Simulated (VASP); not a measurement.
# CoPtO2 (R-3m) in VASP: single point with PBEsol

Aim: the single point of CoPtO2 with PBEsol.

All numbers are computed with VASP 6.6.1; they aren't measurements. Logs are shortened: lines on timing, memory, paths and dates and some standing lists are left out, and cuts for length are marked.

### 1 The cell of the first run

Symmetry: R-3m, No. 166, trigonal system. Conventional cell: a = 2.810 Å, b = 2.810 Å, c = 17.697 Å, α = 90.00°, β = 90.00°, γ = 120.00°. Co (site symmetry -3m) has 6 O at 1.89 Å within 2.5 Å. Pt (site symmetry -3m) has 2 O at 1.99 Å within 2.6 Å. Within 2.5 Å of O (site symmetry 3m) lie 3 Co at 1.89 Å and 1 Pt at 1.99 Å.

### 2 Single point, PBEsol

File INCAR:

```
SYSTEM = CoPtO2
  PREC = Accurate
  ENCUT = 520
  EDIFF = 1E-7
  ISMEAR = 0
  SIGMA = 0.1
  LREAL = .False.
  LASPH = .True.
  NELM = 80
  ALGO = Normal
  ISIF = 2
  LWAVE = .False.
  LCHARG = .True.
  GGA = PS
  LELF = .True.
  LVHAR = .True.
  NBANDS = 24
  ISYM = 0
```

File KPOINTS:

```
regular mesh
0
Gamma
  13 6 14
  0 0 0
```

File POSCAR:

```
CoPtO2
1.0
    2.8101831222      0.0000000000      0.0000000000
   -1.4050915611      5.9543932324      0.0000000000
    1.4050915611      0.3315673349      2.4109977162
Co Pt O
1 1 2
Direct
    0.0000000000      0.5000000000      0.5000000000
    0.0000000000      0.0000000000      0.0000000000
    0.2244734585      0.3367101878      0.8877632707
    0.7755265415      0.6632898122      0.1122367293
```

Potentials or basis: VASP PAW PBE potentials, release 64 (Co, Pt, O).

The run is started by

```sh
> cat potpaw_PBE.64/Co/POTCAR potpaw_PBE.64/Pt/POTCAR potpaw_PBE.64/O/POTCAR > POTCAR
> mpirun -np 1 vasp_std > vasp.out
```

OUTCAR:

```text
SYSTEM = CoPtO2
   PREC = Accurate
   ENCUT = 520
   EDIFF = 1E-7
   ISMEAR = 0
   LREAL = .False.
   LASPH = .True.
   NELM = 80
   ISIF = 2
   GGA = PS
   ISYM = 0

 ion  position               nearest neighbor table
   1  0.000  0.500  0.500-   3 1.89   4 1.89   4 1.89   3 1.89   4 1.89   3 1.89
   2  0.000  0.000  0.000-   3 1.99   4 1.99
   3  0.224  0.337  0.888-   1 1.89   1 1.89   1 1.89   2 1.99
   4  0.776  0.663  0.112-   1 1.89   1 1.89   1 1.89   2 1.99

IMPORTANT INFORMATION: All symmetrisations will be switched off!
NOSYMM: (Re-)initialisation of all symmetry stuff for point group C_1.

----------------------------------------------------------------------------------------

                                     Primitive cell

  volume of cell :      40.3431

  direct lattice vectors                    reciprocal lattice vectors
     2.810183122  0.000000000  0.000000000     0.355848696  0.083971612 -0.218931043
    -1.405091561  5.954393232  0.000000000     0.000000000  0.167943225 -0.023096035
     1.405091561  0.331567335  2.410997716     0.000000000  0.000000000  0.414766050

  length of vectors
     2.810183122  6.117931110  2.810183122     0.426157632  0.169523902  0.414766050

  position of ions in fractional coordinates (direct lattice)
     0.000000000  0.500000000  0.500000000
     0.000000000  0.000000000  0.000000000
     0.224473459  0.336710188  0.887763271
     0.775526541  0.663289812  0.112236729

  ion indices of the primitive-cell ions
   primitive index   ion index
                 1           1
                 2           2
                 3           3
                 4           4

----------------------------------------------------------------------------------------

 KPOINTS: regular mesh

Automatic generation of k-mesh.
 Grid dimensions read from file:
 generate k-points for:   13    6   14

 Generating k-lattice:

  Cartesian coordinates                     Fractional coordinates (reciprocal lattice)
     0.027372977  0.006459355 -0.016840849     0.076923077  0.000000000  0.000000000
     0.000000000  0.027990537 -0.003849339     0.000000000  0.166666667  0.000000000
     0.000000000  0.000000000  0.029626146     0.000000000  0.000000000  0.071428571

  Length of vectors
     0.032781356  0.028253984  0.029626146

  Shift w.r.t. Gamma in fractional coordinates (k-lattice)
     0.000000000  0.000000000  0.000000000

 -----------------------------------------------------------------------------
[... 68 lines left out ...]
   LASPH  =      T    aspherical Exc in radial PAW
   ENCUT  =  520.0 eV  38.22 Ry    6.18 a.u.   5.23 11.38  5.23*2*pi/ulx,y,z
   NELM   =     80;   NELMIN=  2; NELMDL= -5     # of ELM steps
   EDIFF  = 0.1E-06   stopping-criterion for ELM
   LREAL  =      F    real-space projection
   EDIFFG = 0.1E-05   stopping-criterion for IOM
   NSW    =      0    number of steps for IOM
   IBRION =     -1    ionic relax: 0-MD 1-quasi-New 2-CG
   NFREE  =      0    steps in history (QN), initial steepest desc. (CG)
   ISIF   =      2    stress and relaxation
   ISYM   =      0    0-nonsym 1-usesym 2-fastsym
   POTIM  = 0.5000    time-step for ionic-motion
   TEBEG  =    0.0;   TEEND  =   0.0 temperature during run
   PSTRESS=    0.0 pullay stress
   NELECT =      31.0000    total number of electrons
   NUPDOWN=      -1.0000    fix difference up-down
   EMIN   =  10.00;   EMAX   =-10.00  energy-range for DOS
   EFERMI =   0.00;   METHOD = LEGACY
   ISMEAR =     0;   SIGMA  =   0.10  broadening in eV -4-tet -1-fermi 0-gaus
   EFERMI_NEDOS =   21; number of points for ismear=-14 and -15
   IALGO  =     38    algorithm
   IMIX   =      4    mixing-type and parameters
     AMIX     =   0.40;   BMIX     =  1.00
     AMIX_MAG =   1.60;   BMIX_MAG =  1.00
  volume/ion in A,a.u.               =      10.09        68.06
  Fermi-wavevector in a.u.,A,eV,Ry     =   1.499475  2.833596 30.591663  2.248424
  Thomas-Fermi vector in A             =   2.611100
   LORBIT       =      0    0 simple, 1 ext, 2 COOP (PROOUT), +10 PAW based schemes
   GGA     = PS    functional components
   LHFCALC =     F    Hartree Fock is set to
   AEXX    =    0.0000 exact exchange contribution
   IVDW    =     0    specifies the selected vdW correction
   LEPSILON=     F    determine dielectric tensor
   LRPA    =     F    only Hartree local field effects (RPA)
 non-spin polarized calculation
 Gauss-broadening in eV      SIGMA  =   0.10
  energy-cutoff  :      520.00
  volume of cell :       40.34
 maximum number of plane-waves:      1100
 NGX is ok and might be reduce to    24
   NGX = 11   NGY = 23   NGZ = 11

 number of electron      30.9999998 magnetization

 Free energy of the ion-electron system (eV)
  ---------------------------------------------------
  ext. energy  EPLUGINS =         0.00000000
  ---------------------------------------------------
  free energy    TOTEN  =       -28.75029117 eV

  energy without entropy =      -28.74819206  energy(sigma->0) =      -28.74924161

 E-fermi :   8.9204     XC(G=0): -13.0320

 val. band max:        8.8716395500   @ k =  -0.4615   0.1667   0.0000
 cond. band min:       8.9240093389   @ k =   0.0000   0.5000   0.4286
 fundamental gap:      0.0523697889
 Fermi energy:         8.9204375299

 k-point     1 :       0.0000    0.0000    0.0000
  band No.  band energies     occupation
      1     -12.8949      2.00000
      2     -10.8871      2.00000
      3      -1.0763      2.00000
      4       1.6171      2.00000
      5       2.1438      2.00000
      6       2.1447      2.00000
[... 637 lines left out ...]
     23      22.6468      0.00000
     24      23.6587      0.00000

 [... further k-points ...]
[... 5 lines left out ...]
  --------------------------------------------------------------------------------------
  -------------------------------------------------------------------------------------
  Total        0.1161101      0.1470178     -0.1393133     -0.0078764     -0.0368375     -0.0461894
  in kB        4.6111745      5.8386395     -5.5326628     -0.3128033     -1.4629562     -1.8343586
  external PRESSURE =       1.6390504 kB  Pullay stress =       0.0000000 kB

 VOLUME and BASIS-vectors are now :
 -----------------------------------------------------------------------------
  energy-cutoff  :      520.00
  volume of cell :       40.34
      direct lattice vectors                 reciprocal lattice vectors
     2.810183122  0.000000000  0.000000000     0.355848696  0.083971612 -0.218931043
    -1.405091561  5.954393232  0.000000000     0.000000000  0.167943225 -0.023096035
     1.405091561  0.331567335  2.410997716     0.000000000  0.000000000  0.414766050

 POSITION                                       TOTAL-FORCE (eV/Angst)
 -----------------------------------------------------------------------------------
      0.00000      3.14298      1.20550        -0.000000     -0.000015      0.000002
      0.00000      0.00000      0.00000        -0.000000     -0.000006      0.000001
      1.40509      2.29926      2.14040         0.000540      0.001409     -0.001523
      1.40509      3.98670      0.27060        -0.000540     -0.001389      0.001520
 -----------------------------------------------------------------------------------
    total drift:                                0.000001     -0.000006     -0.000001

  FREE ENERGIE OF THE ION-ELECTRON SYSTEM (eV)
  ---------------------------------------------------
  free  energy   TOTEN  =       -28.7502911654 eV

  energy  without entropy=      -28.7481920642  energy(sigma->0) =      -28.74924161
```

OSZICAR:

```text
N       E                     dE             d eps       ncg     rms          rms(c)
DAV:   1     0.234196078187E+03    0.23420E+03   -0.15069E+04 26792   0.143E+03
DAV:   2    -0.160857653212E+02   -0.25028E+03   -0.22467E+03 28432   0.343E+02
DAV:   3    -0.333872350273E+02   -0.17301E+02   -0.16823E+02 32408   0.101E+02
DAV:   4    -0.336429488539E+02   -0.25571E+00   -0.25553E+00 30072   0.124E+01
DAV:   5    -0.336487675425E+02   -0.58187E-02   -0.58184E-02 33552   0.190E+00    0.282E+01
DAV:   6    -0.349538547287E+02   -0.13051E+01   -0.25196E+01 31032   0.936E+01    0.348E+01
DAV:   7    -0.299971757227E+02    0.49567E+01   -0.24310E+01 34128   0.123E+02    0.188E+01
DAV:   8    -0.287786442976E+02    0.12185E+01   -0.53738E+00 37664   0.220E+01    0.566E+00
DAV:   9    -0.287561962961E+02    0.22448E-01   -0.30464E-01 30296   0.517E+00    0.182E+00
DAV:  10    -0.287532487293E+02    0.29476E-02   -0.10688E-02 40968   0.105E+00    0.784E-01
DAV:  11    -0.287512129605E+02    0.20358E-02   -0.25852E-03 41328   0.793E-01    0.404E-01
DAV:  12    -0.287503542520E+02    0.85871E-03   -0.10236E-03 38728   0.607E-01    0.123E-01
DAV:  13    -0.287502959839E+02    0.58268E-04   -0.35697E-04 40320   0.227E-01    0.403E-02
DAV:  14    -0.287503011542E+02   -0.51702E-05   -0.66467E-05 36864   0.110E-01    0.429E-02
DAV:  15    -0.287502920141E+02    0.91401E-05   -0.10034E-05 36400   0.518E-02    0.118E-02
DAV:  16    -0.287502911111E+02    0.90301E-06   -0.31956E-06 37592   0.268E-02    0.228E-03
DAV:  17    -0.287502911654E+02   -0.54339E-07   -0.36200E-07 27816   0.482E-03
   1 F= -.28750291E+02 E0= -.28749242E+02  d E =-.209910E-02
```

Wall time 3.8 min (1 thread of Intel Xeon 6975P-C (Granite Rapids), shared host); peak memory 0.61 GiB.

Results:

```yaml
Free_energy: -28.7503 eV
Pressure: 0.2 GPa
```

Forces in eV/Å, atoms in the order of the input:
```
Co   0.000  0.000  0.000
Pt   0.000  0.000  0.000
O    0.001  0.001 -0.002
O   -0.001 -0.001  0.002
```

Stress tensor (GPa, compression positive):
```
 0.46 -0.03 -0.18
-0.03  0.58 -0.15
-0.18 -0.15 -0.55
```

Caveat: the PAW data sets were made with another functional, which shifts forces and pressure a little; spin-orbit coupling is left out, which moves the levels of the heavy elements; an odd number of electrons without spin polarisation forces a metal; a magnetic or distorted state may lie lower; the run has no spin polarisation, though such a crystal can be magnetic; semilocal functionals often make such compounds metallic where correlation or magnetic order opens a gap, which also shifts bond lengths.
